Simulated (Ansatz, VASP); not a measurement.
## SrO in VASP and in Ansatz

INCAR

```
PREC = Accurate
ENCUT = 520
EDIFF = 1E-6
ISMEAR = 0
SIGMA = 0.1
LREAL = F
LASPH = T
NELM = 150
ALGO = Normal
ISIF = 2
LWAVE = F
LCHARG = F
ISPIN = 2
MAGMOM = 0 0 1 1
LORBIT = 11
GGA = PE
NBANDS = 28
```

Contents of KPOINTS:

```
Automatic mesh
0
Gamma
  6 6 2
```

The input POSCAR:

```
SrO
1.0
    3.2368138900      0.0000000000      0.0000000000
   -1.6184069400      2.8031630500      0.0000000000
    0.0000000000      0.0000000000      7.8378640900
Sr O
2 2
Direct
    0.0000000000      0.0000000000      0.7992355400
    0.0000000000      0.0000000000      0.2007644600
    0.3333333300      0.6666666700      0.0000000000
    0.6666666700      0.3333333300      0.0000000000
```

Input for Ansatz:

```yaml
crystal:
  lattice:
    - [3.23681389, 0.0, 0.0]
    - [-1.61840694, 2.80316305, 0.0]
    - [0.0, 0.0, 7.83786409]
  atoms:
    - { symbol: Sr, position: [0.0, 0.0, 0.79923554] }
    - { symbol: Sr, position: [0.0, 0.0, 0.20076446] }
    - { symbol: O, position: [0.33333333, 0.66666667, 0.0], spin: 1.0 }
    - { symbol: O, position: [0.66666667, 0.33333333, 0.0], spin: 1.0 }
basis:
  ecutwfc: 420
kpoints:
  mp_grid: { grid: [6, 6, 2] }
hamiltonian:
  xc: pbe
scf:
  occupations: { method: gaussian, width: 0.1 }
  lower_state_search: "off"
output:
  forces: true
  stress: true
  eigenvalues: true
  populations: true
magnetization:
  spin_polarized: true
```

Alike in both runs: task single point; functional PBE; k mesh 6 × 6 × 2; occupations gaussian, width 0.1 eV; collinear spin.

|  | VASP | Ansatz |
| --- | --- | --- |
| version | VASP 6.6.1 | Ansatz 0.2.0 |
| potentials or method | VASP PAW PBE potentials, release 64 (Sr_sv, O), cutoff 520 eV | scalar-relativistic, plane waves, PAW |
| valence electrons in the cell | 32 | 32 |

|  | VASP | Ansatz | Ansatz less VASP |
| --- | --- | --- | --- |
| gap on the k mesh at the Fermi level (eV) | none | none | - |
| rms of the force components (eV/Å) | 0.239 | 0.166 | -0.0727 |
| net moment per atom (μB) | 0.00 | 0.00 | 0.000 |

Atom by atom the forces differ by 0.073 eV/Å (rms over components). A gap of «none» marks a metal or a gap that the smearing closes. The functional is the same, so the differences come from potentials, cutoffs and numerics. Ansatz's warnings: filled band counts differ across k points, seeded moment not kept.

The k mesh is coarse, so the values compare programs but aren't converged.
